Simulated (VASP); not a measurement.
# ScPt3S (P4mm) in VASP: relaxation of cell and atoms with PBE

Aim: the relaxation of cell and atoms of ScPt3S with PBE.

All numbers are computed with VASP 6.6.1; they aren't measurements. Logs are shortened: lines on timing, memory, paths and dates and some standing lists are left out, and cuts for length are marked.

## (1) The cell of the first run

It takes space group P4mm (No. 99, tetragonal). The conventional cell has a = 3.966 Å, b = 3.966 Å, c = 5.754 Å, α = 90.00°, β = 90.00°, γ = 90.00°. Within 3.7 Å of Sc (site symmetry 4mm) lie 8 Pt at 2.80 to 2.82 Å and 4 S at 3.59 Å. Within 3.0 Å of Pt (site symmetry 4mm) lie 1 S at 2.26 Å and 4 Sc at 2.80 Å and 4 Pt at 2.81 Å. Pt (site symmetry 2mm) has 2 S at 2.49 Å and 6 Pt at 2.80 to 2.81 Å and 2 Sc at 2.82 Å within 3.3 Å. S (site symmetry 4mm) has 5 Pt at 2.26 to 2.49 Å within 3.0 Å.

The cell was generated, and may not be a known phase.

## (2) Relaxation of cell and atoms, PBE

INCAR reads:

```
SYSTEM = ScPt3S
PREC = Accurate
ENCUT = 600
EDIFF = 1E-6
ISMEAR = 0
SIGMA = 0.1
LREAL = .FALSE.
LASPH = .TRUE.
NELM = 100
ALGO = Normal
ISIF = 3
LWAVE = .FALSE.
LCHARG = .FALSE.
GGA = PE
IBRION = 2
NSW = 100
EDIFFG = -0.01
```

KPOINTS reads:

```
Automatic mesh
0
G
  10 10 8
  0 0 0
```

POSCAR reads:

```
ScPt3S
1.0
    3.9661219915      0.0000000000      0.0000000000
    0.0000000000      3.9661219915      0.0000000000
    0.0000000000      0.0000000000      5.7538344819
Sc Pt S
1 3 1
Direct
    0.0000000000      0.0000000000      0.1073255588
    0.5000000000      0.5000000000      0.1088656134
    0.0000000000      0.5000000000      0.4546373043
    0.5000000000      0.0000000000      0.4546373043
    0.5000000000      0.5000000000      0.7164342493
```

Potentials or basis: VASP PAW PBE potentials, release 64 (Sc_sv, Pt, S).

Command:

```console
$ cat potpaw_PBE.64/Sc_sv/POTCAR potpaw_PBE.64/Pt/POTCAR potpaw_PBE.64/S/POTCAR > POTCAR
$ mpirun -np 1 vasp_std > vasp.out
```

OUTCAR:

```text
SYSTEM = ScPt3S
   PREC = Accurate
   ENCUT = 600
   EDIFF = 1E-6
   ISMEAR = 0
   LREAL = .FALSE.
   LASPH = .TRUE.
   NELM = 100
   ISIF = 3
   GGA = PE
   IBRION = 2
   NSW = 100
   EDIFFG = -0.01

 ion  position               nearest neighbor table
   1  0.000  0.000  0.107-   2 2.80   2 2.80   2 2.80   2 2.80   3 2.82   4 2.82   4 2.82   3 2.82

   2  0.500  0.500  0.109-   5 2.26   1 2.80   1 2.80   1 2.80   1 2.80   4 2.81   3 2.81   3 2.81
                             4 2.81
   3  0.000  0.500  0.455-   5 2.49   5 2.49   4 2.80   4 2.80   4 2.80   4 2.80   2 2.81   2 2.81
                             1 2.82   1 2.82
   4  0.500  0.000  0.455-   5 2.49   5 2.49   3 2.80   3 2.80   3 2.80   3 2.80   2 2.81   2 2.81
                             1 2.82   1 2.82
   5  0.500  0.500  0.716-   2 2.26   3 2.49   4 2.49   4 2.49   3 2.49

  LATTYP: Found a simple tetragonal cell.
 ALAT       =     3.9661219915
 C/A-ratio  =     1.4507457144

  Lattice vectors:

 A1 = (   3.9661219915,   0.0000000000,   0.0000000000)
 A2 = (   0.0000000000,   3.9661219915,   0.0000000000)
 A3 = (   0.0000000000,   0.0000000000,   5.7538344819)

Analysis of symmetry for initial positions (statically):
=====================================================================
 Subroutine PRICEL returns:
 Original cell was already a primitive cell.

 Routine SETGRP: Setting up the symmetry group for a
 simple tetragonal supercell.

 Subroutine GETGRP returns: Found  8 space group operations
 (whereof  8 operations were pure point group operations)
 out of a pool of 16 trial point group operations.

The static configuration has the point symmetry C_4v.

Analysis of symmetry for dynamics (positions and initial velocities):
=====================================================================
 Subroutine PRICEL returns:
 Original cell was already a primitive cell.

 Routine SETGRP: Setting up the symmetry group for a
 simple tetragonal supercell.

 Subroutine GETGRP returns: Found  8 space group operations
 (whereof  8 operations were pure point group operations)
 out of a pool of 16 trial point group operations.

The dynamic configuration has the point symmetry C_4v.

 Subroutine INISYM returns: Found  8 space group operations
 (whereof  8 operations are pure point group operations),
 and found     1 'primitive' translations

----------------------------------------------------------------------------------------

                                     Primitive cell

  volume of cell :      90.5085

  direct lattice vectors                    reciprocal lattice vectors
     3.966121992  0.000000000  0.000000000     0.252135462  0.000000000  0.000000000
     0.000000000  3.966121992  0.000000000     0.000000000  0.252135462  0.000000000
     0.000000000  0.000000000  5.753834482     0.000000000  0.000000000  0.173797144

  length of vectors
     3.966121992  3.966121992  5.753834482     0.252135462  0.252135462  0.173797144

  position of ions in fractional coordinates (direct lattice)
     0.000000000  0.000000000  0.107325559
     0.500000000  0.500000000  0.108865613
     0.000000000  0.500000000  0.454637304
     0.500000000  0.000000000  0.454637304
     0.500000000  0.500000000  0.716434249

  ion indices of the primitive-cell ions
   primitive index   ion index
                 1           1
                 2           2
                 3           3
                 4           4
                 5           5

----------------------------------------------------------------------------------------

 KPOINTS: Automatic mesh

Automatic generation of k-mesh.
 Grid dimensions read from file:
 generate k-points for:   10   10    8

 Generating k-lattice:

  Cartesian coordinates                     Fractional coordinates (reciprocal lattice)
     0.025213546  0.000000000  0.000000000     0.100000000  0.000000000  0.000000000
     0.000000000  0.025213546  0.000000000     0.000000000  0.100000000  0.000000000
     0.000000000  0.000000000  0.021724643     0.000000000  0.000000000  0.125000000

  Length of vectors
     0.025213546  0.025213546  0.021724643

  Shift w.r.t. Gamma in fractional coordinates (k-lattice)
     0.000000000  0.000000000  0.000000000

 Subroutine IBZKPT returns following result:
 ===========================================

 Found    105 irreducible k-points:

 Following reciprocal coordinates:
            Coordinates               Weight
  0.000000  0.000000  0.000000      1.000000
  0.100000  0.000000  0.000000      4.000000
  0.200000  0.000000  0.000000      4.000000
  0.300000  0.000000  0.000000      4.000000
  0.400000  0.000000  0.000000      4.000000
  0.500000  0.000000  0.000000      2.000000
[... 16 lines left out ...]
  0.100000  0.000000  0.125000      8.000000
  0.200000  0.000000  0.125000      8.000000
 [... further k-points ...]
   k-points           NKPTS =    105   k-points in BZ     NKDIM =    105   number of bands    NBANDS=     28
   number of dos      NEDOS =    301   number of ions     NIONS =      5
   total plane-waves  NPLWV =  49152
   dimension x,y,z NGX =    32 NGY =   32 NGZ =   48
   dimension x,y,z NGXF=    64 NGYF=   64 NGZF=   96
   ions per type =               1   3   1
   NGX,Y,Z   is equivalent  to a cutoff of  13.41, 13.41, 13.87 a.u.
   NGXF,Y,Z  is equivalent  to a cutoff of  26.83, 26.83, 27.74 a.u.
 SYSTEM =  ScPt3S
   PREC   = accura    normal or accurate (medium, high low for compatibility)
   ISTART =      0    job   : 0-new  1-cont  2-samecut
   ICHARG =      2    charge: 1-file 2-atom 10-const
   ISPIN  =      1    spin polarized calculation?
   LNONCOLLINEAR =      F non collinear calculations
   LSORBIT =      F    spin-orbit coupling
   LASPH  =      T    aspherical Exc in radial PAW
   ENCUT  =  600.0 eV  44.10 Ry    6.64 a.u.   7.92  7.92 11.49*2*pi/ulx,y,z
   NELM   =    100;   NELMIN=  2; NELMDL= -5     # of ELM steps
   EDIFF  = 0.1E-05   stopping-criterion for ELM
   LREAL  =      F    real-space projection
   EDIFFG = -.1E-01   stopping-criterion for IOM
   NSW    =    100    number of steps for IOM
   IBRION =      2    ionic relax: 0-MD 1-quasi-New 2-CG
   NFREE  =      1    steps in history (QN), initial steepest desc. (CG)
   ISIF   =      3    stress and relaxation
   ISYM   =      2    0-nonsym 1-usesym 2-fastsym
   POTIM  = 0.5000    time-step for ionic-motion
   TEBEG  =    0.0;   TEEND  =   0.0 temperature during run
   PSTRESS=    0.0 pullay stress
   NELECT =      47.0000    total number of electrons
   NUPDOWN=      -1.0000    fix difference up-down
   EMIN   =  10.00;   EMAX   =-10.00  energy-range for DOS
   EFERMI =   0.00;   METHOD = LEGACY
   ISMEAR =     0;   SIGMA  =   0.10  broadening in eV -4-tet -1-fermi 0-gaus
   EFERMI_NEDOS =   21; number of points for ismear=-14 and -15
   IALGO  =     38    algorithm
   IMIX   =      4    mixing-type and parameters
     AMIX     =   0.40;   BMIX     =  1.00
     AMIX_MAG =   1.60;   BMIX_MAG =  1.00
  volume/ion in A,a.u.               =      18.10       122.16
  Fermi-wavevector in a.u.,A,eV,Ry     =   1.315864  2.486622 23.558455  1.731498
  Thomas-Fermi vector in A             =   2.446016
   LORBIT       =      0    0 simple, 1 ext, 2 COOP (PROOUT), +10 PAW based schemes
   GGA     = PE    functional components
   LHFCALC =     F    Hartree Fock is set to
   AEXX    =    0.0000 exact exchange contribution
   IVDW    =     0    specifies the selected vdW correction
   LEPSILON=     F    determine dielectric tensor
   LRPA    =     F    only Hartree local field effects (RPA)
 conjugate gradient relaxation of ions
 non-spin polarized calculation
 Gauss-broadening in eV      SIGMA  =   0.10
  energy-cutoff  :      600.00
  volume of cell :       90.51
 maximum number of plane-waves:      3058
 NGX is ok and might be reduce to    32
   NGX = 15   NGY = 15   NGZ = 23

--------------------------------------- Ionic step        1  -------------------------------------------

 number of electron      47.0000000 magnetization

 Free energy of the ion-electron system (eV)
  ---------------------------------------------------
  ext. energy  EPLUGINS =         0.00000000
  ---------------------------------------------------
  free energy    TOTEN  =       -31.92730043 eV

  energy without entropy =      -31.91199067  energy(sigma->0) =      -31.91964555

------------------------ aborting loop because EDIFF is reached ----------------------------------------

  FORCE on cell =-STRESS in cart. coord.  units (eV):
  Direction    XX          YY          ZZ          XY          YZ          ZX
  --------------------------------------------------------------------------------------
  -------------------------------------------------------------------------------------
  Total        0.1374890      0.1374890     -0.3181301      0.0000000      0.0000000      0.0000000
  in kB        2.4338232      2.4338232     -5.6315219      0.0000000      0.0000000      0.0000000
  external PRESSURE =      -0.2546251 kB  Pullay stress =       0.0000000 kB
[... 219 lines left out ...]
  energy  without entropy=      -31.9127077568  energy(sigma->0) =      -31.92045141

--------------------------------------- Ionic step        7  -------------------------------------------

 number of electron      47.0000001 magnetization

 Free energy of the ion-electron system (eV)
  ---------------------------------------------------
  ext. energy  EPLUGINS =         0.00000000
  ---------------------------------------------------
  free energy    TOTEN  =       -31.92820173 eV

  energy without entropy =      -31.91270937  energy(sigma->0) =      -31.92045555

 E-fermi :   8.0777     XC(G=0): -11.5005

 val. band max:        8.0737799189   @ k =   0.2000   0.1000   0.5000
 cond. band min:       8.0871974972   @ k =   0.3000   0.2000   0.1250
 fundamental gap:      0.0134175783
 Fermi energy:         8.0776613610

 k-point     1 :       0.0000    0.0000    0.0000
  band No.  band energies     occupation
      1     -42.0604      2.00000
      2     -20.7694      2.00000
      3     -20.6295      2.00000
      4     -20.6295      2.00000
      5      -6.9458      2.00000
      6       0.2647      2.00000
[... 733 lines left out ...]
     27      10.2380      0.00000
     28      10.2400      0.00000

 [... further k-points ...]
[... 5 lines left out ...]
  --------------------------------------------------------------------------------------
  -------------------------------------------------------------------------------------
  Total        0.0149258      0.0149258      0.0094001      0.0000000      0.0000000      0.0000000
  in kB        0.2640815      0.2640815      0.1663162      0.0000000      0.0000000      0.0000000
  external PRESSURE =       0.2314931 kB  Pullay stress =       0.0000000 kB
[... 20 lines left out ...]
  FREE ENERGIE OF THE ION-ELECTRON SYSTEM (eV)
  ---------------------------------------------------
  free  energy   TOTEN  =       -31.9282017348 eV

  energy  without entropy=      -31.9127093662  energy(sigma->0) =      -31.92045555

 reached required accuracy - stopping structural energy minimisation
```

Run time: 6.2 min. Hardware: 1 thread of Intel Xeon 6975P-C (Granite Rapids), shared host; peak memory 0.46 GiB.

What came out:

* Free energy: -31.9282 eV
* Relaxed volume: 18.11 Å³/atom
* Relaxed cell: a = 3.974 Å, b = 3.974 Å, c = 5.735 Å, α = 90.00°, β = 90.00°, γ = 90.00°
* Space group after relaxing (to 0.1 Å): P4mm (No. 99)
* Energy gained by relaxing: 0.2 meV/atom
* Ionic steps: 7
* Pressure after relaxing: 0.0 GPa
* Largest force after relaxing: 0.008 eV/Å
* Band gap on the k mesh: zero (an odd number of electrons rules out a gap without spin polarisation)

Forces on the atoms (eV/Å):
```
Sc   0.000  0.000  0.007
Pt   0.000  0.000 -0.008
Pt   0.000  0.000  0.000
Pt   0.000  0.000  0.000
S    0.000  0.000  0.000
```

The path:
```csv
step,energy change (eV),largest force (eV/Å),pressure (GPa),volume (Å³)
1,0.0000,0.0425,-0.03,90.51
2,-0.0008,0.0476,0.13,90.47
3,-0.0008,0.0479,0.11,90.47
4,-0.0009,0.0168,-0.11,90.63
5,-0.0009,0.0173,-0.05,90.59
6,-0.0009,0.0162,0.06,90.54
7,-0.0009,0.0080,0.02,90.55
```

Final structure:
```
Sc Pt S
1.0
     3.97365    0.00000    0.00000
     0.00000    3.97365    0.00000
     0.00000    0.00000    5.73499
Sc Pt S
1 3 1
Direct
  0.00000 0.00000 0.10790
  0.50000 0.50000 0.10918
  0.00000 0.50000 0.45435
  0.50000 0.00000 0.45435
  0.50000 0.50000 0.71612
```

Caveat: spin-orbit coupling is left out, which moves the levels of the heavy elements.
